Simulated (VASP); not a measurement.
A run of VASP 6.6.1:

The input INCAR:

```
PREC     = Accurate       # precision mode
ENCUT    = 600            # plane-wave cutoff, eV
EDIFF    = 1E-6           # SCF threshold, eV
ISMEAR   = -1             # smearing method
SIGMA    = 0.05           # smearing width, eV
LREAL    = False          # projectors in reciprocal space
LASPH    = True           # aspherical terms in the spheres
NELM     = 100            # most SCF steps
ALGO     = Normal         # electronic algorithm
ISIF     = 3              # what is computed and relaxed
LWAVE    = False          # write WAVECAR
LCHARG   = False          # write CHGCAR
GGA      = PE             # functional
IVDW     = 12             # dispersion correction
IBRION   = 2              # ionic algorithm
NSW      = 60             # ionic steps
EDIFFG   = -0.01          # ionic threshold
```

File KPOINTS:

```
regular mesh
0
Gamma
  10 10 3
```

Contents of POSCAR:

```
WS2
1.0
    3.1800000000      0.0000000000      0.0000000000
   -1.5900000000      2.7539607840      0.0000000000
    0.0000000000      0.0000000000     12.5000000000
W S
2 4
Direct
    0.6666666667      0.3333333333      0.7500000000
    0.3333333333      0.6666666667      0.2500000000
    0.6666666667      0.3333333333      0.3750000000
    0.3333333333      0.6666666667      0.8750000000
    0.6666666667      0.3333333333      0.1250000000
    0.3333333333      0.6666666667      0.6250000000
```

Potentials or basis: VASP PAW PBE potentials, release 64 (W_sv, S).

Run with:

```sh
$ cat potpaw_PBE.64/W_sv/POTCAR potpaw_PBE.64/S/POTCAR > POTCAR
$ mpirun -np 1 vasp_std > vasp.out
```

Hardware: 1 thread of Intel(R) Xeon(R) 6975P-C (Granite Rapids) (shared host).

Q: How long does it take, and how much memory?

A: It took 7.5 min on 1 thread of Intel(R) Xeon(R) 6975P-C (Granite Rapids), on a shared host, peak memory 0.35 GiB. Counts: scf iterations 100, k points 28, ion steps 12.
